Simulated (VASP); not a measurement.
Au, 2 atoms in the cell. The structure is hexagonal, space group P6_3/mmc (No. 194). The conventional cell has a = 2.856 Å, b = 2.856 Å, c = 4.880 Å, α = 90.00°, β = 90.00°, γ = 120.00°. Au (site symmetry -6m2) has 12 Au at 2.86 to 2.95 Å within 3.8 Å. This isn't the form of Au at room conditions, which is fcc. This cell differs from its parent crystal: strain -0.015 along x and y, +0.000 along z.

* Program: VASP 6.6.1
* Task: single point
* Functional: r2SCAN
* Potentials or basis: VASP PAW PBE potentials, release 64 (Au)
* Cutoff: 520 eV
* k mesh: 18 × 18 × 10
* Occupations: gaussian, width 0.15 eV
* Spin: no spin polarisation
* Dipole correction: no
* Further INCAR settings: ALGO = Normal; EDIFF = 1e-06; NBANDS = 18

Potentials or basis: VASP PAW PBE potentials, release 64 (Au).

Run with:

```console
$ cat potpaw_PBE.64/Au/POTCAR > POTCAR
$ cp INCAR.step1 INCAR
$ mpirun -np 1 vasp_std > vasp.out
$ cp INCAR.step2 INCAR
$ mpirun -np 1 vasp_std > vasp.out
```

Hardware: 1 thread of Intel(R) Xeon(R) Platinum 8375C CPU @ 2.90GHz (Ice Lake), on a shared host.

Q: Estimate the wall time of this run.

A: It took 4 min on 1 thread of Intel(R) Xeon(R) Platinum 8375C CPU @ 2.90GHz (Ice Lake) (shared host), peak memory 0.25 GiB. Counts: k points 222.
